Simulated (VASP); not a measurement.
# Os (P6_3/mmc) in VASP: notebook

Os is run at these levels: PBE, PBEsol, BLYP+D4, SVWN5; tasks: single point.

All numbers are computed with VASP 6.6.1; they aren't measurements. Logs are shortened: lines on timing, memory, paths and dates and some standing lists are left out, and cuts for length are marked.

## (1) The cell of the first run

It takes space group P6_3/mmc (No. 194, hexagonal). The conventional cell has a = 2.734 Å, b = 2.734 Å, c = 4.320 Å, α = 90.00°, β = 90.00°, γ = 120.00°. Os (site symmetry -6m2) has 12 Os at 2.68 to 2.73 Å within 3.5 Å.

## (2) Single point, PBE

Contents of INCAR:

```
PREC = Accurate
ENCUT = 600
EDIFF = 1E-6
ISMEAR = -1
SIGMA = 0.04
LREAL = F
LASPH = T
NELM = 120
ALGO = Normal
ISIF = 2
LWAVE = F
LCHARG = F
GGA = PE
NBANDS = 15
GGA_COMPAT = F
```

Contents of KPOINTS:

```
regular mesh
0
Gamma
  7 7 4
```

Contents of POSCAR:

```
Os
1.0
    2.7341000000      0.0000000000      0.0000000000
   -1.3670500000      2.3678000565      0.0000000000
    0.0000000000      0.0000000000      4.3197000000
Os
2
Direct
    0.6666666667      0.3333333333      0.7500000000
    0.3333333333      0.6666666667      0.2500000000
```

Potentials or basis: VASP PAW PBE potentials, release 64 (Os).

Run with:

```bash
$ cat potpaw_PBE.64/Os/POTCAR > POTCAR
$ mpirun -np 1 vasp_std > vasp.out
```

OUTCAR:

```text
PREC = Accurate
   ENCUT = 600
   EDIFF = 1E-6
   ISMEAR = -1
   LREAL = F
   LASPH = T
   NELM = 120
   ISIF = 2
   GGA = PE

 ion  position               nearest neighbor table
   1  0.667  0.333  0.750-   2 2.68   2 2.68   2 2.68   2 2.68   2 2.68   2 2.68
   2  0.333  0.667  0.250-   1 2.68   1 2.68   1 2.68   1 2.68   1 2.68   1 2.68

  LATTYP: Found a hexagonal cell.
 ALAT       =     2.7341000000
 C/A-ratio  =     1.5799348963

  Lattice vectors:

 A1 = (   2.7341000000,   0.0000000000,   0.0000000000)
 A2 = (  -1.3670500000,   2.3678000565,   0.0000000000)
 A3 = (   0.0000000000,   0.0000000000,   4.3197000000)

Analysis of symmetry for initial positions (statically):
=====================================================================
 Subroutine PRICEL returns:
 Original cell was already a primitive cell.

 Routine SETGRP: Setting up the symmetry group for a
 hexagonal supercell.

 Subroutine GETGRP returns: Found 24 space group operations
 (whereof 12 operations were pure point group operations)
 out of a pool of 24 trial point group operations.

The static configuration has the point symmetry D_3d.
 The point group associated with its full space group is D_6h.

Analysis of symmetry for dynamics (positions and initial velocities):
=====================================================================
 Subroutine PRICEL returns:
 Original cell was already a primitive cell.

 Routine SETGRP: Setting up the symmetry group for a
 hexagonal supercell.

 Subroutine GETGRP returns: Found 24 space group operations
 (whereof 12 operations were pure point group operations)
 out of a pool of 24 trial point group operations.

The dynamic configuration has the point symmetry D_3d.
 The point group associated with its full space group is D_6h.

 Subroutine INISYM returns: Found 24 space group operations
 (whereof 12 operations are pure point group operations),
 and found     1 'primitive' translations

----------------------------------------------------------------------------------------

                                     Primitive cell

  volume of cell :      27.9649

  direct lattice vectors                    reciprocal lattice vectors
     2.734100000  0.000000000  0.000000000     0.365751070  0.211166479  0.000000000
    -1.367050000  2.367800057  0.000000000     0.000000000  0.422332957  0.000000000
     0.000000000  0.000000000  4.319700000     0.000000000  0.000000000  0.231497558

  length of vectors
[... 91 lines left out ...]
   PSTRESS=    0.0 pullay stress
   NELECT =      16.0000    total number of electrons
   NUPDOWN=      -1.0000    fix difference up-down
   EMIN   =  10.00;   EMAX   =-10.00  energy-range for DOS
   EFERMI =   0.00;   METHOD = LEGACY
   ISMEAR =    -1;   SIGMA  =   0.04  broadening in eV -4-tet -1-fermi 0-gaus
   EFERMI_NEDOS =   21; number of points for ismear=-14 and -15
   IALGO  =     38    algorithm
   IMIX   =      4    mixing-type and parameters
     AMIX     =   0.40;   BMIX     =  1.00
     AMIX_MAG =   1.60;   BMIX_MAG =  1.00
  volume/ion in A,a.u.               =      13.98        94.36
  Fermi-wavevector in a.u.,A,eV,Ry     =   1.359076  2.568282 25.131161  1.847088
  Thomas-Fermi vector in A             =   2.485855
   LORBIT       =      0    0 simple, 1 ext, 2 COOP (PROOUT), +10 PAW based schemes
   GGA     = PE    functional components
   LHFCALC =     F    Hartree Fock is set to
   AEXX    =    0.0000 exact exchange contribution
   IVDW    =     0    specifies the selected vdW correction
   LEPSILON=     F    determine dielectric tensor
   LRPA    =     F    only Hartree local field effects (RPA)
 non-spin polarized calculation
  energy-cutoff  :      600.00
  volume of cell :       27.96
 maximum number of plane-waves:       965
 NGX is ok and might be reduce to    24
   NGX = 11   NGY = 11   NGZ = 17

 number of electron      16.0000001 magnetization

 Free energy of the ion-electron system (eV)
  ---------------------------------------------------
  ext. energy  EPLUGINS =         0.00000000
  ---------------------------------------------------
  free energy    TOTEN  =       -22.41505526 eV

  energy without entropy =      -22.40154316  energy(sigma->0) =      -22.40829921

 E-fermi :   9.4851     XC(G=0): -14.0643

 val. band max:        9.4282863937   @ k =   0.2857   0.1429   0.2500
 cond. band min:       9.4956832927   @ k =   0.0000   0.0000   0.0000
 fundamental gap:      0.0673968991
 Fermi energy:         9.4850779004

 k-point     1 :       0.0000    0.0000    0.0000
  band No.  band energies     occupation
      1      -1.4713      2.00000
      2       1.6745      2.00000
      3       6.4157      2.00000
      4       6.4157      2.00000
      5       6.6542      2.00000
      6       7.2575      2.00000
      7       7.2575      2.00000
      8       7.8932      2.00000
      9       7.8932      2.00000
     10       9.4957      0.86820
     11      11.1445      0.00000
     12      11.1445      0.00000
     13      18.5410      0.00000
     14      23.5209      0.00000
[... 401 lines left out ...]
      2       3.2960      2.00000
      3       4.7887      2.00000
      4       4.7887      2.00000
      5       5.9952      2.00000
      6       5.9952      2.00000
      7       7.9964      2.00000
      8       7.9964      2.00000
      9      11.3933      0.00000
     10      11.3933      0.00000
     11      16.1699      0.00000
     12      16.1699      0.00000
     13      19.6229      0.00000
     14      19.6229      0.00000
     15      22.0338      0.00000

------------------------ aborting loop because EDIFF is reached ----------------------------------------

  FORCE on cell =-STRESS in cart. coord.  units (eV):
  Direction    XX          YY          ZZ          XY          YZ          ZX
  --------------------------------------------------------------------------------------
  -------------------------------------------------------------------------------------
  Total        2.1633308      2.1633308      0.6767603     -0.0000000      0.0000000      0.0000000
  in kB      123.9425727    123.9425727     38.7732713     -0.0000000      0.0000000      0.0000000
  external PRESSURE =      95.5528056 kB  Pullay stress =       0.0000000 kB

 VOLUME and BASIS-vectors are now :
 -----------------------------------------------------------------------------
  energy-cutoff  :      600.00
  volume of cell :       27.96
      direct lattice vectors                 reciprocal lattice vectors
     2.734100000  0.000000000  0.000000000     0.365751070  0.211166479  0.000000000
    -1.367050000  2.367800057  0.000000000     0.000000000  0.422332957  0.000000000
     0.000000000  0.000000000  4.319700000     0.000000000  0.000000000  0.231497558

 POSITION                                       TOTAL-FORCE (eV/Angst)
 -----------------------------------------------------------------------------------
      1.36705      0.78927      3.23977        -0.000000      0.000000      0.000000
     -0.00000      1.57853      1.07993         0.000000     -0.000000      0.000000
 -----------------------------------------------------------------------------------
    total drift:                               -0.000000      0.000000     -0.000000

  FREE ENERGIE OF THE ION-ELECTRON SYSTEM (eV)
  ---------------------------------------------------
  free  energy   TOTEN  =       -22.4150552630 eV

  energy  without entropy=      -22.4015431642  energy(sigma->0) =      -22.40829921
```

stdout:

```text
POSCAR found type information on POSCAR Os
 POSCAR found :  1 types and       2 ions
 scaLAPACK will be used
 LDA part: xc-table for (Slater+PW92), standard interpolation
 POSCAR, INCAR and KPOINTS ok, starting setup
 FFT: planning ... GRIDC
 FFT: planning ... GRID_SOFT
 FFT: planning ... GRID
 WAVECAR not read
 entering main loop
```

Run time: 5.8 s. Hardware: 1 thread of Intel Xeon 6975P-C (Granite Rapids), shared host; peak memory 0.15 GiB.

What came out:

| Item | Value |
| --- | --- |
| Free energy | -22.4151 eV |
| Pressure | 9.6 GPa |
| Band gap on the k mesh | zero (band 8 reaches 11.26 eV, above the bottom of band 9 at 7.89 eV) |

Caveat: the k points lie up to 0.38 Å⁻¹ apart; spin-orbit coupling is left out, which moves the levels of the heavy elements.

## (3) Single point, PBEsol

This run uses another cell than the first one, of 13.14 Å³/atom, 0.940 times its volume.

Contents of INCAR:

```
SYSTEM = Os
ALGO = Normal ; EDIFF = 1E-6
ENCUT = 500 ; GGA = PS
GGA_COMPAT = .FALSE. ; ISIF = 2
ISMEAR = -1 ; LASPH = .TRUE.
LCHARG = .FALSE. ; LREAL = .FALSE.
LWAVE = .FALSE. ; NBANDS = 23
NELM = 120 ; PREC = Accurate
SIGMA = 0.05
```

Contents of KPOINTS:

```
k-points
0
G
  11 11 6
  0 0 0
```

Contents of POSCAR:

```
Os
1.0
    2.6782863798      0.0000000000      0.0000000000
   -1.3391431899      2.3194640436      0.0000000000
    0.0000000000      0.0000000000      4.2315181138
Os
2
Direct
    0.6666666667      0.3333333333      0.7500000000
    0.3333333333      0.6666666667      0.2500000000
```

Potentials or basis: VASP PAW PBE potentials, release 64 (Os_sv_GW).

Run with:

```bash
$ cat potpaw_PBE.64/Os_sv_GW/POTCAR > POTCAR
$ mpirun -np 1 vasp_std > vasp.out
```

Wall time 44 s (1 thread of AMD EPYC 7R43 (Zen 3), shared host); peak memory 0.12 GiB.

The run converged. Its results:

- Free energy: -26.5990 eV
- Pressure: 24.8 GPa
- Band gap on the k mesh: zero (band 16 reaches 17.18 eV, above the bottom of band 17 at 12.87 eV)

Stress tensor (GPa, compression positive):
```
24.08  0.00  0.00
 0.00 24.08  0.00
 0.00  0.00 26.23
```

Levels at points of the mesh, in eV from the Fermi level:
| k point | band 12 | band 13 | band 14 | band 15 | band 16 | band 17 | band 18 | band 19 | band 20 | band 21 |
| --- | --- | --- | --- | --- | --- | --- | --- | --- | --- | --- |
| (0.00, 0.00, 0.00) | -3.31 | -3.02 | -2.37 | -2.37 | -1.66 | -1.66 | 0.10 | 1.91 | 1.91 | 9.79 |
| (0.00, 0.00, 0.50) | -3.83 | -3.51 | -3.51 | -3.51 | -3.51 | 1.07 | 1.07 | 1.07 | 1.07 | 12.99 |

Caveat: the PAW data sets were made with another functional, which shifts forces and pressure a little; spin-orbit coupling is left out, which moves the levels of the heavy elements.

## (4) Single point, BLYP+D4

This run uses another cell than the first one, of 14.54 Å³/atom, 1.040 times its volume.

Contents of INCAR:

```
SYSTEM = Os
AGGAC = 1.0
AGGAX = 1.0
ALDAC = 0.0
ALDAX = 1.0
ALGO = Fast
EDIFF = 1E-7
ENCUT = 520
GGA = B5
ISIF = 2
ISMEAR = -1
IVDW = 13
LASPH = .True.
LCHARG = .False.
LREAL = .False.
LWAVE = .False.
NBANDS = 15
NELM = 100
PREC = Accurate
SIGMA = 0.05
VDW_A1 = 0.44488865
VDW_A2 = 4.0933009
VDW_S6 = 1.0
VDW_S8 = 2.34076671
```

Contents of KPOINTS:

```
k-points
0
Gamma
  11 11 6
  0 0 0
```

Contents of POSCAR:

```
Os
1.0
    2.7700791260      0.0000000000      0.0000000000
   -1.3850395630      2.3989588936      0.0000000000
    0.0000000000      0.0000000000      4.3765446767
Os
2
Direct
    0.6666666667      0.3333333333      0.7500000000
    0.3333333333      0.6666666667      0.2500000000
```

Potentials or basis: VASP PAW PBE potentials, release 64 (Os).

Run with:

```bash
$ cat potpaw_PBE.64/Os/POTCAR > POTCAR
$ mpirun -np 1 vasp_std > vasp.out
```

It took 41 s on 1 thread of Intel Xeon Platinum 8259CL at 2.50GHz (Skylake/Cascade Lake), shared host; peak memory 0.16 GiB.

Results (log left out):

```
Free energy                : -21.8458 eV
Pressure                   : -1.9 GPa
Band gap on the k mesh     : zero (band 8 reaches 11.43 eV, above the bottom of band 9 at 7.77 eV)
Dispersion energy per atom : -1.287 eV
```

Stress tensor (GPa, compression positive):
```
-1.72  0.00  0.00
 0.00 -1.72  0.00
 0.00  0.00 -2.29
```

Levels at points of the mesh, in eV from the Fermi level:
```csv
k point,band 6,band 7,band 8,band 9,band 10,band 11
"(0.00, 0.00, 0.00)",-2.06,-2.06,-1.46,-1.46,0.40,1.63
"(0.00, 0.00, 0.50)",-3.03,-3.03,-3.03,0.85,0.85,0.85
```

Caveat: the PAW data sets were made with another functional, which shifts forces and pressure a little; spin-orbit coupling is left out, which moves the levels of the heavy elements; pairwise dispersion overbinds metals, which lowers pressure and volume.

## (5) Single point, SVWN5

This run uses another cell than the first one, of 14.54 Å³/atom, 1.040 times its volume.

Contents of INCAR:

```
ALGO = Normal ; EDIFF = 1E-7
ENCUT = 520 ; GGA = VW
ISIF = 2 ; ISMEAR = -1
LASPH = True ; LCHARG = False
LREAL = False ; LWAVE = False
NBANDS = 15 ; NELM = 80
PREC = Accurate ; SIGMA = 0.05
```

Contents of KPOINTS:

```
k-points
0
Gamma
  11 11 6
```

POSCAR is that of step 4.

Potentials or basis: VASP PAW PBE potentials, release 64 (Os).

Run with:

```bash
$ cat potpaw_PBE.64/Os/POTCAR > POTCAR
$ mpirun -np 1 vasp_std > vasp.out
```

OUTCAR:

```text
EDIFF = 1E-7
   ENCUT = 520
   GGA = VW
   ISIF = 2
   ISMEAR = -1
   LASPH = True
   LREAL = False
   NELM = 80
   PREC = Accurate

 ion  position               nearest neighbor table
   1  0.667  0.333  0.750-   2 2.71   2 2.71   2 2.71   2 2.71   2 2.71   2 2.71
   2  0.333  0.667  0.250-   1 2.71   1 2.71   1 2.71   1 2.71   1 2.71   1 2.71

  LATTYP: Found a hexagonal cell.
 ALAT       =     2.7700791260
 C/A-ratio  =     1.5799348963

  Lattice vectors:

 A1 = (   2.7700791260,   0.0000000000,   0.0000000000)
 A2 = (  -1.3850395630,   2.3989588936,   0.0000000000)
 A3 = (   0.0000000000,   0.0000000000,   4.3765446767)

Analysis of symmetry for initial positions (statically):
=====================================================================
 Subroutine PRICEL returns:
 Original cell was already a primitive cell.

 Routine SETGRP: Setting up the symmetry group for a
 hexagonal supercell.

 Subroutine GETGRP returns: Found 24 space group operations
 (whereof 12 operations were pure point group operations)
 out of a pool of 24 trial point group operations.

The static configuration has the point symmetry D_3d.
 The point group associated with its full space group is D_6h.
[... 168 lines left out ...]

 k-point     1 :       0.0000    0.0000    0.0000
  band No.  band energies     occupation
      1      -2.0702      2.00000
      2       1.0974      2.00000
      3       5.6489      2.00000
      4       5.6489      2.00000
      5       5.8744      2.00000
      6       6.4380      2.00000
      7       6.4380      2.00000
      8       7.0517      2.00000
      9       7.0517      2.00000
     10       8.6162      0.14672
     11      10.1288      0.00000
     12      10.1288      0.00000
     13      17.0908      0.00000
     14      22.7373      0.00000
[... 401 lines left out ...]
      2       2.6480      2.00000
      3       4.0135      2.00000
      4       4.2292      2.00000
      5       5.4159      2.00000
      6       5.9969      2.00000
      7       6.5366      2.00000
      8       7.4402      2.00000
      9       8.0198      1.99983
     10       8.3688      1.83526
     11      10.5264      0.00000
     12      13.7849      0.00000
     13      18.6476      0.00000
     14      23.2275      0.00000
     15      24.3770      0.00000

 [... further k-points ...]
[... 5 lines left out ...]
  --------------------------------------------------------------------------------------
  -------------------------------------------------------------------------------------
  Total       -4.0740309     -4.0740309     -4.3613329     -0.0000000     -0.0000000      0.0000000
  in kB     -224.4339505   -224.4339505   -240.2611068     -0.0000000     -0.0000000      0.0000000
  external PRESSURE =    -229.7096693 kB  Pullay stress =       0.0000000 kB

 VOLUME and BASIS-vectors are now :
 -----------------------------------------------------------------------------
  energy-cutoff  :      520.00
  volume of cell :       29.08
      direct lattice vectors                 reciprocal lattice vectors
     2.770079126  0.000000000  0.000000000     0.361000518  0.208423746  0.000000000
    -1.385039563  2.398958894  0.000000000     0.000000000  0.416847493  0.000000000
     0.000000000  0.000000000  4.376544677     0.000000000  0.000000000  0.228490756

 POSITION                                       TOTAL-FORCE (eV/Angst)
 -----------------------------------------------------------------------------------
      1.38504      0.79965      3.28241         0.000000     -0.000000      0.000000
     -0.00000      1.59931      1.09414        -0.000000      0.000000      0.000000
 -----------------------------------------------------------------------------------
    total drift:                                0.000000     -0.000000     -0.000000

  FREE ENERGIE OF THE ION-ELECTRON SYSTEM (eV)
  ---------------------------------------------------
  free  energy   TOTEN  =       -25.3778375436 eV

  energy  without entropy=      -25.3637331936  energy(sigma->0) =      -25.37078537
```

stdout:

```text
POSCAR found type information on POSCAR Os
 POSCAR found :  1 types and       2 ions
 scaLAPACK will be used
 -----------------------------------------------------------------------------
|                                                                             |
|                                                                             |
|     You enforced a specific xc type in the INCAR file but a different       |
|     I HOPE YOU KNOW WHAT YOU ARE DOING!                                     |
|                                                                             |
 -----------------------------------------------------------------------------

 LDA part: xc-table for (Slater(with rela. corr.)+VWN5), standard interpolation
 POSCAR, INCAR and KPOINTS ok, starting setup
 FFT: planning ... GRIDC
 FFT: planning ... GRID_SOFT
 FFT: planning ... GRID
 WAVECAR not read
 entering main loop
```

Run time: 19 s. Hardware: 1 thread of Intel Xeon Platinum 8259CL at 2.50GHz (Skylake/Cascade Lake), shared host; peak memory 0.15 GiB.

What came out:

* Free energy: -25.3778 eV
* Pressure: -23.0 GPa
* Band gap on the k mesh: zero (band 8 reaches 10.49 eV, above the bottom of band 9 at 6.84 eV)

Levels at points of the mesh, in eV from the Fermi level:
```tsv
k point	band 5	band 6	band 7	band 8	band 9	band 10	band 11	band 12
(0.00, 0.00, 0.00)	-2.61	-2.05	-2.05	-1.44	-1.44	0.13	1.64	1.64
(0.00, 0.00, 0.50)	-3.03	-3.03	-3.03	-3.03	0.87	0.87	0.87	0.87
```

Caveat: the PAW data sets were made with another functional, which shifts forces and pressure a little; spin-orbit coupling is left out, which moves the levels of the heavy elements.

## (6) The runs side by side

| level | potentials or basis | cell | k mesh | cutoff (eV) | smearing | second run | gap on the mesh (eV) | pressure (GPa) |
| --- | --- | --- | --- | --- | --- | --- | --- | --- |
| PBE | VASP PAW PBE potentials, release 64 (Os) | a = 2.734, b = 2.734, c = 4.320 Å, angles 90.0, 90.0, 120.0°, 2 atoms | 7 × 7 × 4 | 600 | fermi-dirac 0.04 eV | - | none | 9.6 |
| PBEsol | VASP PAW PBE potentials, release 64 (Os_sv_GW) | a = 2.678, b = 2.678, c = 4.232 Å, angles 90.0, 90.0, 120.0°, 2 atoms | 11 × 11 × 6 | 500 | fermi-dirac 0.05 eV | valence_matched | none | 24.8 |
| BLYP+D4 | VASP PAW PBE potentials, release 64 (Os) | a = 2.770, b = 2.770, c = 4.377 Å, angles 90.0, 90.0, 120.0°, 2 atoms | 11 × 11 × 6 | 520 | fermi-dirac 0.05 eV | - | none | -1.9 |
| SVWN5 | VASP PAW PBE potentials, release 64 (Os) | a = 2.770, b = 2.770, c = 4.377 Å, angles 90.0, 90.0, 120.0°, 2 atoms | 11 × 11 × 6 | 520 | fermi-dirac 0.05 eV | - | none | -23.0 |

Alike in all rows: task single point; no spin polarisation.

Caveats: some runs use coarse meshes; spin-orbit coupling is left out, which moves the levels of the heavy elements; the PAW data sets were made with another functional, which shifts forces and pressure a little (some runs); pairwise dispersion overbinds metals, which lowers pressure and volume (some runs).

Absolute energies hang on the potentials; compare differences alone.
